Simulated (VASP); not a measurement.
# TaN (CsCl type) (Pm-3m) in VASP: further runs, part 2 of 2

VASP 6.6.1. The steps go on from the part before.

**4. Relaxation of cell and atoms, PBE, target pressure 140 GPa, at which the enthalpy is minimised**

Input file INCAR:

```
ALGO = Normal
EDIFF = 1E-7
EDIFFG = -0.005
ENCUT = 600
GGA = PE
IBRION = 2
ISIF = 3
ISMEAR = -1
LASPH = True
LCHARG = False
LREAL = False
LWAVE = False
NELM = 60
NSW = 60
PREC = Accurate
PSTRESS = 1400.0
SIGMA = 0.05
```

Input file KPOINTS:

```
k-points
0
Gamma
  15 15 15
```

Input file POSCAR:

```
TaN
1.0
    2.5240910512      0.0000000000      0.0000000000
    0.0000000000      2.5240910512      0.0000000000
    0.0000000000      0.0000000000      2.5240910512
Ta N
1 1
Direct
    0.0000000000      0.0000000000      0.0000000000
    0.5000000000      0.5000000000      0.5000000000
```

Potentials or basis: VASP PAW PBE potentials, release 64 (Ta_pv, N).

Command:

```
cat potpaw_PBE.64/Ta_pv/POTCAR potpaw_PBE.64/N/POTCAR > POTCAR
mpirun -np 1 vasp_std > vasp.out
```

OUTCAR:

```text
EDIFF = 1E-7
   EDIFFG = -0.005
   ENCUT = 600
   GGA = PE
   IBRION = 2
   ISIF = 3
   ISMEAR = -1
   LASPH = True
   LREAL = False
   NELM = 60
   NSW = 60
   PREC = Accurate
   PSTRESS = 1400.0

 ion  position               nearest neighbor table
   1  0.000  0.000  0.000-   2 2.19   2 2.19   2 2.19   2 2.19   2 2.19   2 2.19   2 2.19   2 2.19

   2  0.500  0.500  0.500-   1 2.19   1 2.19   1 2.19   1 2.19   1 2.19   1 2.19   1 2.19   1 2.19

  LATTYP: Found a simple cubic cell.
 ALAT       =     2.5240910512

  Lattice vectors:

 A1 = (   2.5240910512,   0.0000000000,   0.0000000000)
 A2 = (   0.0000000000,   2.5240910512,   0.0000000000)
 A3 = (   0.0000000000,   0.0000000000,   2.5240910512)

Analysis of symmetry for initial positions (statically):
=====================================================================
 Subroutine PRICEL returns:
[... 260 lines left out ...]
 cond. band min:      12.7399148724   @ k =   0.2667   0.2667   0.2667
 fundamental gap:      0.1241873315
 Fermi energy:        12.7062197986

 k-point     1 :       0.0000    0.0000    0.0000
  band No.  band energies     occupation
      1     -22.2742      2.00000
      2     -22.2742      2.00000
      3     -22.2742      2.00000
      4      -8.1856      2.00000
      5       5.9523      2.00000
      6       5.9523      2.00000
      7       9.2841      2.00000
      8       9.2841      2.00000
      9       9.2841      2.00000
     10      17.7630      0.00000
     11      17.7630      0.00000
     12      17.7631      0.00000
[... 331 lines left out ...]
 k-point    24 :       0.3333    0.2000    0.0000
  band No.  band energies     occupation
      1     -24.2454      2.00000
      2     -23.0167      2.00000
      3     -21.9667      2.00000
      4      -5.2015      2.00000
      5       2.8327      2.00000
      6       6.0754      2.00000
      7       7.5445      2.00000
      8       8.9883      2.00000
      9      15.0044      0.00000
     10      15.4989      0.00000
     11      16.8047      0.00000
     12      18.8635      0.00000

 [... further k-points ...]
[... 5 lines left out ...]
  --------------------------------------------------------------------------------------
  -------------------------------------------------------------------------------------
  Total       14.1096692     14.1096692     14.1096692      0.0000000      0.0000000     -0.0000000
  in kB     1399.7272755   1399.7272755   1399.7272755      0.0000000      0.0000000     -0.0000000
  external PRESSURE =      -0.2727245 kB  Pullay stress =    1400.0000000 kB
[... 21 lines left out ...]
  energy  without entropy=      -19.1960885875  energy(sigma->0) =      -19.19755853

  enthalpy is  TOTEN    =        -5.0866101433 eV   P V=       14.1124183343

 reached required accuracy - stopping structural energy minimisation
```

OSZICAR:

```text
N       E                     dE             d eps       ncg     rms          rms(c)
DAV:   1     0.108265020579E+03    0.10827E+03   -0.99357E+03  2880   0.161E+03
DAV:   2    -0.175285477475E+02   -0.12579E+03   -0.11898E+03  3468   0.388E+02
DAV:   3    -0.213693782185E+02   -0.38408E+01   -0.37772E+01  3448   0.661E+01
[... 27 lines left out ...]
DAV:   4    -0.191990051055E+02   -0.79181E-04   -0.24737E-04  3580   0.184E-01    0.656E-02
DAV:   5    -0.191990279393E+02   -0.22834E-04   -0.40586E-05  3556   0.617E-02    0.142E-02
DAV:   6    -0.191990288311E+02   -0.89180E-06   -0.20958E-06  3564   0.173E-02    0.733E-03
DAV:   7    -0.191990285269E+02    0.30418E-06   -0.42502E-08  1736   0.257E-03    0.242E-04
DAV:   8    -0.191990284776E+02    0.49293E-07   -0.47744E-09  1464   0.809E-04
   3 F= -.50866101E+01 E0= -.50851402E+01  d E =-.777173E-03
```

CONTCAR:

```text
TaN
   1.00000000000000
     2.5277143627745104    0.0000000000000000   -0.0000000000000000
     0.0000000000000000    2.5277143627745104   -0.0000000000000000
     0.0000000000000000    0.0000000000000000    2.5277143627745104
  Ta              N
     1     1
Direct
     0.0000000000000000    0.0000000000000000    0.0000000000000000
     0.5000000000000000    0.5000000000000000    0.5000000000000000

  0.00000000E+00  0.00000000E+00  0.00000000E+00
  0.00000000E+00  0.00000000E+00  0.00000000E+00
```

Run time: 19 s. Hardware: 1 thread of Intel Xeon 6975P-C (Granite Rapids), shared host; peak memory 0.15 GiB.

What came out:

* Free energy: -19.1990 eV
* Relaxed volume: 8.08 Å³/atom
* Relaxed cell: a = 2.528 Å, b = 2.528 Å, c = 2.528 Å, α = 90.00°, β = 90.00°, γ = 90.00°
* Space group after relaxing (to 0.05 Å): Pm-3m (No. 221)
* Energy change on relaxing (the enthalpy is what falls): -30.7 meV/atom
* Ionic steps: 3
* Pressure after relaxing: 140.0 GPa
* Band gap on the k mesh: zero (band 8 reaches 20.21 eV, above the bottom of band 9 at 9.27 eV)

Step by step:
| step | energy change (eV) | largest force (eV/Å) | pressure (GPa) | volume (Å³) |
| --- | --- | --- | --- | --- |
| 1 | 0.0000 | 0.0000 | 143.67 | 16.08 |
| 2 | -0.3574 | 0.0000 | 121.78 | 16.51 |
| 3 | -0.0614 | 0.0000 | 139.97 | 16.15 |

Final structure:
```
CELL_PARAMETERS angstrom
2.52771 0.00000 0.00000
0.00000 2.52771 0.00000
0.00000 0.00000 2.52771
ATOMIC_POSITIONS crystal
Ta 0.00000 0.00000 0.00000
N 0.50000 0.50000 0.50000
```

Caveat: the cell is relaxed towards a set pressure, so the enthalpy falls and the energy may rise; spin-orbit coupling is left out, which moves the levels of the heavy elements.

**5. Relaxation of cell and atoms, PBE, target pressure 140 GPa, at which the enthalpy is minimised**

Input file INCAR:

```
  PREC = Accurate
  ENCUT = 600
  EDIFF = 1E-7
  ISMEAR = -1
  SIGMA = 0.05
  LREAL = False
  LASPH = True
  NELM = 100
  ALGO = Normal
  ISIF = 3
  LWAVE = False
  LCHARG = False
  GGA = PE
  IBRION = 2
  NSW = 32
  EDIFFG = -0.005
  PSTRESS = 1400.0
```

Input file KPOINTS:

```
regular mesh
0
Gamma
  15 15 15
```

Input file POSCAR:

```
TaN
1.0
    2.5246609284      0.0000000000      0.0000000000
    0.0000000000      2.5246609284      0.0000000000
    0.0000000000      0.0000000000      2.5246609284
Ta N
1 1
Direct
    0.0000000000      0.0000000000      0.0000000000
    0.5000000000      0.5000000000      0.5000000000
```

Command:

```
cat potpaw_PBE.64/Ta_pv/POTCAR potpaw_PBE.64/N/POTCAR > POTCAR
mpirun -np 1 vasp_std > vasp.out
```

It took 18 s on 1 thread of Intel Xeon 6975P-C (Granite Rapids), shared host; peak memory 0.15 GiB.

Results (log left out):

```yaml
Free_energy: -19.1988 eV
Relaxed_volume: 8.08 Å³/atom
Relaxed_cell: a = 2.528 Å, b = 2.528 Å, c = 2.528 Å, α = 90.00°, β = 90.00°, γ = 90.00°
Space_group_after_relaxing_to_0.05_Å: Pm-3m (No. 221)
Energy_change_on_relaxing_the_enthalpy_is_what_falls: -25.7 meV/atom
Ionic_steps: 3
Pressure_after_relaxing: 140.0 GPa
Band_gap_on_the_k_mesh: zero (band 8 reaches 20.21 eV, above the bottom of band 9 at 9.27 eV)
```

Step by step:
| step | energy change (eV) | largest force (eV/Å) | pressure (GPa) | volume (Å³) |
| --- | --- | --- | --- | --- |
| 1 | 0.0000 | 0.0000 | 143.08 | 16.09 |
| 2 | -0.3029 | 0.0000 | 124.58 | 16.46 |
| 3 | -0.0514 | 0.0000 | 139.99 | 16.15 |

Final structure:
```
Ta N
1.0
     2.52770    0.00000    0.00000
     0.00000    2.52770    0.00000
     0.00000    0.00000    2.52770
Ta N
1 1
Direct
  0.00000 0.00000 0.00000
  0.50000 0.50000 0.50000
```

Levels at points of the mesh, in eV from the Fermi level:
```
           k point  band 6  band 7  band 8  band 9  band 10  band 11
(0.00, 0.00, 0.00)   -6.75   -3.42   -3.42   -3.42     5.06     5.06
```

Caveat: the cell is relaxed towards a set pressure, so the enthalpy falls and the energy may rise; spin-orbit coupling is left out, which moves the levels of the heavy elements.

**6. Overview**

```csv
task,cell,cutoff (eV),gap on the mesh (eV),pressure (GPa)
single point,"a = 2.525 Å, 2 atoms",520,none,143.1
single point,"a = 2.524 Å, 2 atoms",520,none,144.0
relaxation of cell and atoms,"relaxed to 140 GPa from a = 2.524 Å, 2 atoms",600,none,140.0
relaxation of cell and atoms,"relaxed to 140 GPa from a = 2.525 Å, 2 atoms",600,none,140.0
```

Alike in all rows: level PBE; potentials or basis VASP PAW PBE potentials, release 64 (Ta_pv, N); no spin polarisation; k mesh 15 × 15 × 15; smearing fermi-dirac 0.05 eV.

Caveats: spin-orbit coupling is left out, which moves the levels of the heavy elements; the cell is relaxed towards a set pressure, so the enthalpy falls and the energy may rise (some runs).

Total energies depend on the potentials used, so only differences within one code and one set of settings carry meaning.
